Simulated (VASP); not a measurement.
Wanted: the native input for a VASP 6.6.1 run.

```yaml
Task: single point
Functional: PBEsol
Dispersion: D3(BJ)
Potentials_or_basis: VASP PAW PBE potentials, release 64 (Sc_sv, Al)
Cutoff: 520 eV
k_mesh: 6 × 6 × 6
Occupations: fermi-dirac, width 0.1 eV
Spin: no spin polarisation
Dipole_correction: no
Further_INCAR_settings: ALGO = Normal; EDIFF = 1e-06; NBANDS = 18
```

The structure of ScAl3 lies in POSCAR:

```
ScAl3
1.0
    4.1215920610      0.0000000000      0.0000000000
    0.0000000000      4.1215920610      0.0000000000
    0.0000000000      0.0000000000      4.1215920610
Sc Al
1 3
Direct
    0.0000000000      0.0000000000      0.0000000000
    0.5000000000      0.0000000000      0.5000000000
    0.0000000000      0.5000000000      0.5000000000
    0.5000000000      0.5000000000      0.0000000000
```

One way to write it, as run:

INCAR

```
SYSTEM = ScAl3
PREC = Accurate ; ENCUT = 520
EDIFF = 1E-6 ; ISMEAR = -1
SIGMA = 0.1 ; LREAL = .False.
LASPH = .True. ; NELM = 60
ALGO = Normal ; ISIF = 2
LWAVE = .False. ; LCHARG = .True.
GGA = PS ; IVDW = 12
LELF = .True. ; LVHAR = .True.
NBANDS = 18
```

KPOINTS

```
Automatic mesh
0
Gamma
  6 6 6
  0 0 0
```

Potentials or basis: VASP PAW PBE potentials, release 64 (Sc_sv, Al).

Run with:

```sh
$ cat potpaw_PBE.64/Sc_sv/POTCAR potpaw_PBE.64/Al/POTCAR > POTCAR
$ mpirun -np 1 vasp_std > vasp.out
```

It gave:

| Item | Value |
| --- | --- |
| Pressure | -6.3 GPa |
| Band gap on the k mesh | zero (bands 10 and 11 overlap by 3.67 eV) |
| Dispersion energy per atom | -0.358 eV |

Caveat: the cell stands under tension; the PAW data sets were made with another functional, which shifts forces and pressure a little.

Wall time 19 s on 1 thread of AMD EPYC 7R13 Processor (Zen 3) (shared host), peak memory 0.16 GiB.
